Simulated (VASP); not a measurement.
Runs of VASP 6.6.1 on V. The structure is that of space group Im-3m (No. 229), or close to it. The cells are those of the table. 

```csv
task,cell,k mesh,cutoff (eV),gap on the mesh (eV),pressure (GPa)
single point,"a = 2.567 Å, angles 109.5°, 1 atom",20 × 20 × 20,520,none,-0.8
relaxation of cell and atoms,"relaxed to 12 GPa from a = 2.516 Å, angles 109.5°, 1 atom",20 × 20 × 20,600,none,12.0
single point,"a = 2.546 Å, angles 109.5°, 1 atom",20 × 20 × 20,520,none,(a)
single point,"a = 2.336 Å, angles 109.5°, 1 atom",22 × 22 × 22,520,none,91.4
single point,"a = 2.516 Å, angles 109.5°, 1 atom",20 × 20 × 20,520,none,(b)
relaxation of cell and atoms,"relaxed to 25 GPa from a = 2.473 Å, angles 109.5°, 1 atom",20 × 20 × 20,600,none,25.0
single point,"a = 2.411 Å, angles 109.5°, 1 atom",20 × 20 × 20,520,none,50.7
relaxation of cell and atoms,"relaxed to 90 GPa from a = 2.348 Å, angles 109.5°, 1 atom",22 × 22 × 22,600,none,89.9
relaxation of cell and atoms,"relaxed to 50 GPa from a = 2.409 Å, angles 109.5°, 1 atom",20 × 20 × 20,600,none,50.0
relaxation of cell and atoms,"relaxed from a = 2.569 Å, angles 109.5°, 1 atom",20 × 20 × 20,600,none,0.0
single point,"a = 2.474 Å, angles 109.5°, 1 atom",20 × 20 × 20,520,none,25.5
relaxation of cell and atoms,"relaxed to 4 GPa from a = 2.546 Å, angles 109.5°, 1 atom",20 × 20 × 20,600,none,4.1
```

Alike in all rows: level PBEsol; potentials or basis VASP PAW PBE potentials, release 64 (V_sv); no spin polarisation; smearing gaussian 0.1 eV.

Problem. Fill in the values left out.

Solution. (a) 4.2; (b) 12.3.

Caveats: the PAW data sets were made with another functional, which shifts forces and pressure a little; the cell is relaxed towards a set pressure, so the run minimises the enthalpy, not the energy (at least some runs); the cell stands under pressure (at least some runs).

A gap of «none» marks levels without a gap at the run's occupations.
